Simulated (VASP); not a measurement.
Here is a VASP 6.6.1 calculation.

Contents of INCAR:

```
SYSTEM = Cu
PREC = Accurate
ENCUT = 520
EDIFF = 1E-7
ISMEAR = 1
SIGMA = 0.01
LREAL = .FALSE.
LASPH = .TRUE.
NELM = 100
ALGO = Normal
ISIF = 2
LWAVE = .FALSE.
LCHARG = .FALSE.
GGA = CA
NBANDS = 12
```

The input KPOINTS:

```
regular mesh
0
G
  10 10 10
  0 0 0
```

The input POSCAR:

```
Cu
1.0
   -1.4403813311      1.4403813311      1.3737827002
    1.4403813311     -1.4403813311      1.3737827002
    1.4403813311      1.4403813311     -1.3737827002
Cu
1
Direct
    0.0000000000      0.0000000000      0.0000000000
```

Potentials or basis: VASP PAW LDA potentials, release 64 (Cu).

Command:

```bash
$ cat potpaw_LDA.64/Cu/POTCAR > POTCAR
$ mpirun -np 1 vasp_std > vasp.out
```

Problem. What does it give for the pressure?

Solution. -6.3 GPa.

Stress tensor (GPa, compression positive):
```
-5.65  0.00  0.00
 0.00 -5.65  0.00
 0.00  0.00 -7.67
```
